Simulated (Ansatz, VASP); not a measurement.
# SiO2 in VASP and in Ansatz

```
CELL_PARAMETERS angstrom
5.30883 0.00000 0.00000
-2.65442 4.59758 0.00000
0.00000 0.00000 5.55837
ATOMIC_POSITIONS crystal
Si 0.00000 0.50000 0.33333
Si 0.50000 0.50000 0.66667
Si 0.50000 0.00000 0.00000
O 0.58451 0.79225 0.83333
O 0.79225 0.58451 0.50000
O 0.79225 0.20775 0.16667
O 0.41549 0.20775 0.83333
O 0.20775 0.41549 0.50000
O 0.20775 0.79225 0.16667
```

Change from the starting cell: strain +0.0450 x Voigt [1, 1, 0, 0, 0, 0], atoms carried along.

Alike in both runs: task single point; functional PBEsol; k mesh 6 × 6 × 4; occupations gaussian, width 0.05 eV; no spin polarisation.

```csv
,VASP,Ansatz
version,VASP 6.6.1,Ansatz 0.2.0
potentials or method,"VASP PAW PBE potentials, release 64 (Si, O), cutoff 520 eV","scalar-relativistic, plane waves, PAW"
valence electrons in the cell,48,48
```

Ansatz gave:

| Quantity | Value |
| --- | --- |
| gap on the k mesh at the Fermi level (eV) | 4.90 |
| least direct gap on the mesh (eV) | 5.16 |
| pressure (GPa) | -13.3 |
| traceless stress, the component that is largest in VASP (GPa) | 2.26 |
| rms of the force components (eV/Å) | 0.293 |

Q: Which values does VASP return?

A: gap on the k mesh at the Fermi level (eV): 4.90; least direct gap on the mesh (eV): 5.16; pressure (GPa): -12.9; traceless stress, the component that is largest in VASP (GPa): 2.26; rms of the force components (eV/Å): 0.293.

VASP's potentials were made for PBE, not for PBEsol. Atom by atom the forces differ by 0.000 eV/Å (rms over components).
